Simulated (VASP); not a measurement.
A run of VASP 6.6.1 is set up as follows.

File INCAR:

```
  PREC = Accurate
  ENCUT = 600
  EDIFF = 1E-6
  ISMEAR = 0
  SIGMA = 0.1
  LREAL = F
  LASPH = T
  NELM = 120
  ALGO = Normal
  ISIF = 2
  LWAVE = F
  LCHARG = F
  NBANDS = 15
  GGA_COMPAT = F
```

The input KPOINTS:

```
regular mesh
0
Gamma
  16 16 16
```

The input POSCAR:

```
YN
1.0
    0.0000000000      2.4099550948      2.4099550948
    2.4099550948      0.0000000000      2.4099550948
    2.4099550948      2.4099550948      0.0000000000
Y N
1 1
Direct
    0.0000000000      0.0000000000      0.0000000000
    0.5000000000      0.5000000000      0.5000000000
```

Potentials or basis: VASP PAW LDA potentials, release 64 (Y_sv, N).

Run with:

```bash
$ cat potpaw_LDA.64/Y_sv/POTCAR potpaw_LDA.64/N/POTCAR > POTCAR
$ mpirun -np 1 vasp_std > vasp.out
```

Question: Predict the pressure.

Answer: 0.1 GPa.
